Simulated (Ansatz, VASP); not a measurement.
# One calculation of I, two programs

Contents of INCAR:

```
PREC = Accurate
ENCUT = 520
EDIFF = 1E-6
ISMEAR = -1
SIGMA = 0.05
LREAL = F
LASPH = T
NELM = 60
ALGO = Normal
ISIF = 2
LWAVE = F
LCHARG = F
GGA = PE
NBANDS = 10
```

KPOINTS

```
regular mesh
0
Gamma
  7 7 11
```

File POSCAR:

```
I
1.0
    2.5040403930     -3.6565292694      0.0000000000
    2.5040403930      3.6565292694      0.0000000000
   -1.5989684376      0.0000000000      2.3489168547
I
1
Direct
    0.5000000000      0.5000000000      0.5000000000
```

File input.yaml:

```yaml
crystal:
  lattice:
    - [2.504040393, -3.6565292694, 0.0]
    - [2.504040393, 3.6565292694, 0.0]
    - [-1.5989684376, 0.0, 2.3489168547]
  atoms:
    - { symbol: I, position: [0.5, 0.5, 0.5] }
kpoints:
  mp_grid: { grid: [7, 7, 11] }
scf:
  occupations: { method: fermi_dirac, width: 0.05 }
hamiltonian:
  xc: pbe
  pseudopotentials: { kind: all_electron, lapw: { basis_error: 0.0005 } }
output:
  forces: true
  stress: true
  eigenvalues: true
```

Change from the starting cell: volume scaled by 0.96.

Alike in both runs: task single point; functional PBE; k mesh 7 × 7 × 11; occupations fermi-dirac, width 0.05 eV; no spin polarisation.

|  | VASP | Ansatz |
| --- | --- | --- |
| version | VASP 6.6.1 | Ansatz 0.2.0 |
| potentials or method | VASP PAW PBE potentials, release 64 (I), cutoff 520 eV | all-electron LAPW, scalar-relativistic |

|  | VASP | Ansatz | Ansatz less VASP |
| --- | --- | --- | --- |
| gap on the k mesh at the Fermi level (eV) | none | none | - |
| pressure (GPa) | 2.2 | 2.2 | +0.07 |
| traceless stress, the component that is largest in VASP (GPa) | -1.80 | -1.90 | -0.103 |

A gap of «none» marks a metal or a gap that the smearing closes. Ansatz ran all-electron here, and VASP with PAW potentials.

Spin-orbit coupling is off throughout.
